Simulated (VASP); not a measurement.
# Na2Cd (Fd-3m) in VASP: notebook

The runs below take Na2Cd through single point, relaxation of cell and atoms, with PBE.

Everything below comes from runs of VASP 6.6.1. Logs are shortened: lines on timing, memory, paths and dates and some standing lists are left out, and cuts for length are marked.

**1. The cell of the first run**

It takes space group Fd-3m (No. 227, cubic). The conventional cell has a = 8.077 Å, b = 8.077 Å, c = 8.077 Å, α = 90.00°, β = 90.00°, γ = 90.00°. Na (site symmetry -3m) has 6 Na at 2.86 Å and 6 Cd at 3.35 Å within 3.8 Å. Cd (site symmetry -43m) has 12 Na at 3.35 Å and 4 Cd at 3.50 Å within 4.4 Å.

**2. Single point, PBE**

The input, INCAR:

```
ALGO = Normal
EDIFF = 1E-7
ENCUT = 520
GGA = PE
ISIF = 2
ISMEAR = 0
LASPH = True
LCHARG = True
LELF = True
LREAL = False
LVHAR = True
LWAVE = False
NBANDS = 35
NELM = 80
PREC = Accurate
SIGMA = 0.1
```

The input, KPOINTS:

```
k-points
0
Gamma
  4 4 4
```

The input, POSCAR:

```
Na2Cd
1.0
    0.0000000000      4.0383042959      4.0383042959
    4.0383042959      0.0000000000      4.0383042959
    4.0383042959      4.0383042959      0.0000000000
Na Cd
4 2
Direct
    0.6250000000      0.6250000000      0.6250000000
    0.1250000000      0.6250000000      0.6250000000
    0.6250000000      0.6250000000      0.1250000000
    0.6250000000      0.1250000000      0.6250000000
    0.0000000000      0.0000000000      0.0000000000
    0.2500000000      0.2500000000      0.2500000000
```

Potentials or basis: VASP PAW PBE potentials, release 64 (Na_pv, Cd).

Launch:

```
> cat potpaw_PBE.64/Na_pv/POTCAR potpaw_PBE.64/Cd/POTCAR > POTCAR
> mpirun -np 1 vasp_std > vasp.out
```

OUTCAR:

```text
EDIFF = 1E-7
   ENCUT = 520
   GGA = PE
   ISIF = 2
   ISMEAR = 0
   LASPH = True
   LREAL = False
   NELM = 80
   PREC = Accurate

 ion  position               nearest neighbor table
   1  0.625  0.625  0.625-
   2  0.125  0.625  0.625-
   3  0.625  0.625  0.125-
   4  0.625  0.125  0.625-
   5  0.000  0.000  0.000-   6 3.50   6 3.50   6 3.50   6 3.50
   6  0.250  0.250  0.250-   5 3.50   5 3.50   5 3.50   5 3.50

  LATTYP: Found a face centered cubic cell.
 ALAT       =     8.0766085918

  Lattice vectors:

 A1 = (   0.0000000000,   4.0383042959,   4.0383042959)
 A2 = (   4.0383042959,   0.0000000000,   4.0383042959)
 A3 = (   4.0383042959,   4.0383042959,   0.0000000000)

Analysis of symmetry for initial positions (statically):
=====================================================================
 Subroutine PRICEL returns:
 Original cell was already a primitive cell.

 Routine SETGRP: Setting up the symmetry group for a
 face centered cubic supercell.

 Subroutine GETGRP returns: Found 48 space group operations
 (whereof 24 operations were pure point group operations)
 out of a pool of 48 trial point group operations.

The static configuration has the point symmetry T_d .
 The point group associated with its full space group is O_h .

Analysis of symmetry for dynamics (positions and initial velocities):
=====================================================================
 Subroutine PRICEL returns:
 Original cell was already a primitive cell.

 Routine SETGRP: Setting up the symmetry group for a
 face centered cubic supercell.

 Subroutine GETGRP returns: Found 48 space group operations
 (whereof 24 operations were pure point group operations)
 out of a pool of 48 trial point group operations.

The dynamic configuration has the point symmetry T_d .
 The point group associated with its full space group is O_h .

 Subroutine INISYM returns: Found 48 space group operations
 (whereof 24 operations are pure point group operations),
 and found     1 'primitive' translations

[... 80 lines left out ...]
   LNONCOLLINEAR =      F non collinear calculations
   LSORBIT =      F    spin-orbit coupling
   LASPH  =      T    aspherical Exc in radial PAW
   ENCUT  =  520.0 eV  38.22 Ry    6.18 a.u.  10.62 10.62 10.62*2*pi/ulx,y,z
   NELM   =     80;   NELMIN=  2; NELMDL= -5     # of ELM steps
   EDIFF  = 0.1E-06   stopping-criterion for ELM
   LREAL  =      F    real-space projection
   EDIFFG = 0.1E-05   stopping-criterion for IOM
   NSW    =      0    number of steps for IOM
   IBRION =     -1    ionic relax: 0-MD 1-quasi-New 2-CG
   NFREE  =      0    steps in history (QN), initial steepest desc. (CG)
   ISIF   =      2    stress and relaxation
   ISYM   =      2    0-nonsym 1-usesym 2-fastsym
   POTIM  = 0.5000    time-step for ionic-motion
   TEBEG  =    0.0;   TEEND  =   0.0 temperature during run
   PSTRESS=    0.0 pullay stress
   NELECT =      52.0000    total number of electrons
   NUPDOWN=      -1.0000    fix difference up-down
   EMIN   =  10.00;   EMAX   =-10.00  energy-range for DOS
   EFERMI =   0.00;   METHOD = LEGACY
   ISMEAR =     0;   SIGMA  =   0.10  broadening in eV -4-tet -1-fermi 0-gaus
   EFERMI_NEDOS =   21; number of points for ismear=-14 and -15
   IALGO  =     38    algorithm
   IMIX   =      4    mixing-type and parameters
     AMIX     =   0.40;   BMIX     =  1.00
     AMIX_MAG =   1.60;   BMIX_MAG =  1.00
  volume/ion in A,a.u.               =      21.95       148.14
  Fermi-wavevector in a.u.,A,eV,Ry     =   1.200974  2.269512 19.624204  1.442338
  Thomas-Fermi vector in A             =   2.336795
   LORBIT       =      0    0 simple, 1 ext, 2 COOP (PROOUT), +10 PAW based schemes
   GGA     = PE    functional components
   LHFCALC =     F    Hartree Fock is set to
   AEXX    =    0.0000 exact exchange contribution
   IVDW    =     0    specifies the selected vdW correction
   LEPSILON=     F    determine dielectric tensor
   LRPA    =     F    only Hartree local field effects (RPA)
 non-spin polarized calculation
 Gauss-broadening in eV      SIGMA  =   0.10
  energy-cutoff  :      520.00
  volume of cell :      131.71
 maximum number of plane-waves:      3582
   NGX = 21   NGY = 21   NGZ = 21

 number of electron      52.0000085 magnetization

 Free energy of the ion-electron system (eV)
  ---------------------------------------------------
  ext. energy  EPLUGINS =         0.00000000
  ---------------------------------------------------
  free energy    TOTEN  =        -5.26184744 eV

  energy without entropy =       -5.22614383  energy(sigma->0) =       -5.24399564

 E-fermi :   2.3172     XC(G=0):  -9.0400

 val. band max:        2.3071731808   @ k =   0.0000   0.0000   0.0000
 cond. band min:       2.3364485318   @ k =   0.2500   0.0000   0.0000
 fundamental gap:      0.0292753510
 Fermi energy:         2.3172293395

 k-point     1 :       0.0000    0.0000    0.0000
  band No.  band energies     occupation
      1     -22.9812      2.00000
      2     -22.7418      2.00000
      3     -22.7418      2.00000
      4     -22.7418      2.00000
      5     -22.6504      2.00000
      6     -22.6504      2.00000
[... 293 lines left out ...]
     34       9.0295      0.00000
     35       9.1479      0.00000

------------------------ aborting loop because EDIFF is reached ----------------------------------------

  FORCE on cell =-STRESS in cart. coord.  units (eV):
  Direction    XX          YY          ZZ          XY          YZ          ZX
  --------------------------------------------------------------------------------------
  -------------------------------------------------------------------------------------
  Total        5.5382949      5.5382949      5.5382949     -0.0000000     -0.0000000      0.0000000
  in kB       67.3689130     67.3689130     67.3689130     -0.0000000     -0.0000000      0.0000000
  external PRESSURE =      67.3689130 kB  Pullay stress =       0.0000000 kB

 VOLUME and BASIS-vectors are now :
 -----------------------------------------------------------------------------
  energy-cutoff  :      520.00
  volume of cell :      131.71
      direct lattice vectors                 reciprocal lattice vectors
     0.000000000  4.038304296  4.038304296    -0.123814345  0.123814345  0.123814345
     4.038304296  0.000000000  4.038304296     0.123814345 -0.123814345  0.123814345
     4.038304296  4.038304296  0.000000000     0.123814345  0.123814345 -0.123814345

 POSITION                                       TOTAL-FORCE (eV/Angst)
 -----------------------------------------------------------------------------------
      5.04788      5.04788      5.04788         0.000000     -0.000000     -0.000000
      5.04788      3.02873      3.02873         0.000000     -0.000000     -0.000000
      3.02873      3.02873      5.04788         0.000000     -0.000000     -0.000000
      3.02873      5.04788      3.02873         0.000000     -0.000000     -0.000000
      0.00000      0.00000      0.00000         0.000000      0.000000      0.000000
      2.01915      2.01915      2.01915        -0.000000     -0.000000     -0.000000
 -----------------------------------------------------------------------------------
    total drift:                                0.000000      0.000000      0.000000

  FREE ENERGIE OF THE ION-ELECTRON SYSTEM (eV)
  ---------------------------------------------------
  free  energy   TOTEN  =        -5.2618474439 eV

  energy  without entropy=       -5.2261438348  energy(sigma->0) =       -5.24399564
```

OSZICAR:

```text
N       E                     dE             d eps       ncg     rms          rms(c)
DAV:   1     0.547311484618E+03    0.54731E+03   -0.27403E+04   568   0.173E+03
DAV:   2     0.314907103403E+02   -0.51582E+03   -0.50068E+03   560   0.495E+02
DAV:   3    -0.478277002935E+01   -0.36273E+02   -0.35811E+02   612   0.145E+02
DAV:   4    -0.545787324940E+01   -0.67510E+00   -0.67379E+00   649   0.209E+01
DAV:   5    -0.546861725223E+01   -0.10744E-01   -0.10742E-01   629   0.254E+00    0.236E+00
DAV:   6    -0.527657055558E+01    0.19205E+00   -0.60230E-01   616   0.461E+00    0.196E+00
DAV:   7    -0.526568312231E+01    0.10887E-01   -0.25672E-02   607   0.912E-01    0.124E+00
DAV:   8    -0.526176482217E+01    0.39183E-02   -0.65473E-03   654   0.614E-01    0.800E-02
DAV:   9    -0.526183885622E+01   -0.74034E-04   -0.56989E-04   653   0.176E-01    0.342E-02
DAV:  10    -0.526185180497E+01   -0.12949E-04   -0.58942E-05   613   0.645E-02    0.178E-02
DAV:  11    -0.526184704204E+01    0.47629E-05   -0.90882E-06   711   0.288E-02    0.866E-03
DAV:  12    -0.526184776894E+01   -0.72691E-06   -0.72470E-07   558   0.701E-03    0.128E-03
DAV:  13    -0.526184747143E+01    0.29751E-06   -0.67720E-08   369   0.163E-03    0.241E-04
DAV:  14    -0.526184744391E+01    0.27529E-07   -0.11787E-08   343   0.977E-04
   1 F= -.52618474E+01 E0= -.52439956E+01  d E =-.357036E-01
```

stdout:

```text
POSCAR found type information on POSCAR NaCd
 POSCAR found :  2 types and       6 ions
 scaLAPACK will be used
 LDA part: xc-table for (Slater+PW92), standard interpolation
 POSCAR, INCAR and KPOINTS ok, starting setup
 FFT: planning ... GRIDC
 FFT: planning ... GRID_SOFT
 FFT: planning ... GRID
 WAVECAR not read
 entering main loop
```

Wall time 21 s (1 thread of Intel Xeon 6975P-C (Granite Rapids), shared host); peak memory 0.25 GiB.

What came out:

| Property | Result |
| --- | --- |
| Free energy | -5.2618 eV |
| Pressure | 6.7 GPa |
| Band gap on the k mesh | zero (band 26 reaches 3.48 eV, above the bottom of band 27 at 1.82 eV) |

**3. Single point, PBE**

This run uses another cell than the first one, of 30.86 Å³/atom, 1.406 times its volume.

The input, INCAR:

```
SYSTEM = Na2Cd
PREC = Accurate
ENCUT = 520
EDIFF = 1E-6
ISMEAR = 0
SIGMA = 0.1
LREAL = .False.
LASPH = .True.
NELM = 100
ALGO = Normal
ISIF = 2
LWAVE = .False.
LCHARG = .False.
GGA = PE
NBANDS = 35
```

The input, KPOINTS:

```
regular mesh
0
Gamma
  4 4 4
  0 0 0
```

POSCAR, as its differences from that of step 2:

```diff
@@ -2,5 +2,5 @@
 1.0
-    0.0000000000      4.0383042959      4.0383042959
-    4.0383042959      0.0000000000      4.0383042959
-    4.0383042959      4.0383042959      0.0000000000
+    0.0000000000      4.5239067664      4.5239067664
+    4.5239067664      0.0000000000      4.5239067664
+    4.5239067664      4.5239067664      0.0000000000
 Na Cd
```

Potentials or basis: VASP PAW PBE potentials, release 64 (Na_pv, Cd).

Launch:

```
> cat potpaw_PBE.64/Na_pv/POTCAR potpaw_PBE.64/Cd/POTCAR > POTCAR
> mpirun -np 1 vasp_std > vasp.out
```

Run time: 26 s. Hardware: 1 thread of Intel Xeon 6975P-C (Granite Rapids), shared host; peak memory 0.33 GiB.

Results (log left out):

```yaml
Free_energy: -6.1295 eV
Pressure: 0.2 GPa
Band_gap_on_the_k_mesh: zero (band 26 reaches 2.00 eV, above the bottom of band 27 at 0.21 eV)
```

Levels at points of the mesh, in eV from the Fermi level:
```csv
k point,band 21,band 22,band 23,band 24,band 25,band 26,band 27,band 28,band 29,band 30
"(0.00, 0.00, 0.00)",-8.18,-8.18,-4.82,-0.67,0.67,1.34,1.34,1.34,1.38,1.38
"(0.50, 0.00, 0.00)",-8.16,-8.16,-3.83,-2.90,-0.58,0.53,0.53,0.97,1.62,1.62
"(0.50, 0.50, 0.00)",-8.15,-8.15,-3.16,-3.16,-0.56,-0.56,-0.45,-0.45,4.04,4.04
```

(Part 1 of 2 ends here.)
